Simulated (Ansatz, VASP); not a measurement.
## Al2Cu: VASP beside Ansatz

```xyz
6
Lattice="-2.9665 2.9665 2.4138 2.9665 -2.9665 2.4138 2.9665 2.9665 -2.4138" Properties=species:S:1:pos:R:3 pbc="T T T"
Al    3.9118    0.9453    0.0000
Al    2.0213    0.9453    2.4138
Al   -0.9453    2.0213    2.4138
Al    0.9453    2.0213    0.0000
Cu    0.0000    0.0000    3.6207
Cu    0.0000    0.0000    1.2069
```

Alike in both runs: task single point; functional PBEsol; k mesh 10 × 10 × 10; occupations gaussian, width 0.15 eV; no spin polarisation.

|  | VASP | Ansatz |
| --- | --- | --- |
| version | VASP 6.6.1 | Ansatz 0.2.0 |
| potentials or method | VASP PAW PBE potentials, release 64 (Al, Cu), cutoff 520 eV | scalar-relativistic, plane waves, PAW |
| valence electrons in the cell | 34 | 50 |

Ansatz gave:

| Property | Result |
| --- | --- |
| gap on the k mesh at the Fermi level (eV) | none |
| pressure (GPa) | 2.3 |
| traceless stress, the component that is largest in VASP (GPa) | -1.04 |
| rms of the force components (eV/Å) | 0.006 |

Estimate VASP's values.

gap on the k mesh at the Fermi level (eV): none; pressure (GPa): 2.5; traceless stress, the component that is largest in VASP (GPa): -1.01; rms of the force components (eV/Å): 0.005.

VASP's potentials were made for PBE, not for PBEsol, and Ansatz warns of the same on its side. Atom by atom the forces differ by 0.001 eV/Å (rms over components). A gap of «none» marks a metal or a gap that the smearing closes. With one functional, cell and mesh, what is left measures potentials, basis and numerics. VASP's potentials hold 34 valence electrons a cell and Ansatz's 50, so a difference there can come from the potentials and not from the codes.
